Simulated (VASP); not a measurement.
Set up this calculation in VASP 6.6.1, as the native input.

| Property | Result |
| --- | --- |
| Task | single point |
| Functional | r2SCAN |
| Potentials or basis | VASP PAW PBE potentials, release 64 (Ga_d, N_h) |
| Cutoff | 1460 eV |
| k mesh | 10 × 10 × 10 |
| Occupations | gaussian, width 0.05 eV |
| Spin | no spin polarisation |
| Dipole correction | no |
| Further INCAR settings | ALGO = Normal; EDIFF = 1e-06; NBANDS = 16 |

The system is GaN.

```
Ga N
1.0
     0.00000    2.24894    2.24894
     2.24894    0.00000    2.24894
     2.24894    2.24894    0.00000
Ga N
1 1
Direct
  0.00000 0.00000 0.00000
  0.75000 0.75000 0.75000
```

One way to write it, as run:

POSCAR

```
GaN
1.0
    0.0000000000      2.2489367673      2.2489367673
    2.2489367673      0.0000000000      2.2489367673
    2.2489367673      2.2489367673      0.0000000000
Ga N
1 1
Direct
    0.0000000000      0.0000000000      0.0000000000
    0.7500000000      0.7500000000      0.7500000000
```

INCAR.step1

```
SYSTEM = GaN
PREC     = Accurate       ! precision mode
ENCUT    = 1460           ! plane-wave cutoff, eV
ISMEAR   = 0              ! smearing method
SIGMA    = 0.05           ! smearing width, eV
LREAL    = .FALSE.        ! projectors in reciprocal space
LASPH    = .TRUE.         ! aspherical terms in the spheres
NELM     = 120            ! most SCF steps
NBANDS   = 16             ! bands
GGA      = PE             ! functional
ALGO     = Normal         ! electronic algorithm
EDIFF    = 1E-5           ! SCF threshold, eV
LWAVE    = .TRUE.         ! write WAVECAR
LCHARG   = .FALSE.        ! write CHGCAR
GGA_COMPAT= .FALSE.
```

INCAR.step2

```
SYSTEM = GaN
PREC     = Accurate       ! precision mode
ENCUT    = 1460           ! plane-wave cutoff, eV
EDIFF    = 1E-6           ! SCF threshold, eV
ISMEAR   = 0              ! smearing method
SIGMA    = 0.05           ! smearing width, eV
LREAL    = .FALSE.        ! projectors in reciprocal space
LASPH    = .TRUE.         ! aspherical terms in the spheres
NELM     = 120            ! most SCF steps
ALGO     = Normal         ! electronic algorithm
ISIF     = 2              ! what is computed and relaxed
LWAVE    = .FALSE.        ! write WAVECAR
LCHARG   = .FALSE.        ! write CHGCAR
METAGGA  = R2SCAN         ! meta-GGA
LMIXTAU  = .TRUE.       
NBANDS   = 16             ! bands
ISTART   = 1            
GGA_COMPAT= .FALSE.
```

KPOINTS

```
Automatic mesh
0
G
  10 10 10
  0 0 0
```

Potentials or basis: VASP PAW PBE potentials, release 64 (Ga_d, N_h).

Launch:

```bash
$ cat potpaw_PBE.64/Ga_d/POTCAR potpaw_PBE.64/N_h/POTCAR > POTCAR
$ cp INCAR.step1 INCAR
$ mpirun -np 1 vasp_std > vasp.out
$ cp INCAR.step2 INCAR
$ mpirun -np 1 vasp_std > vasp.out
```

Results of the run:

The pressure is 1.1 GPa and the band gap on the k mesh is 2.16 eV.

Caveat: the PAW data sets were made with another functional, which shifts forces and pressure a little.

Run time: 3 min on 1 thread of Intel(R) Xeon(R) Platinum 8375C CPU @ 2.90GHz (Ice Lake), with other jobs on the host, peak memory 0.32 GiB.
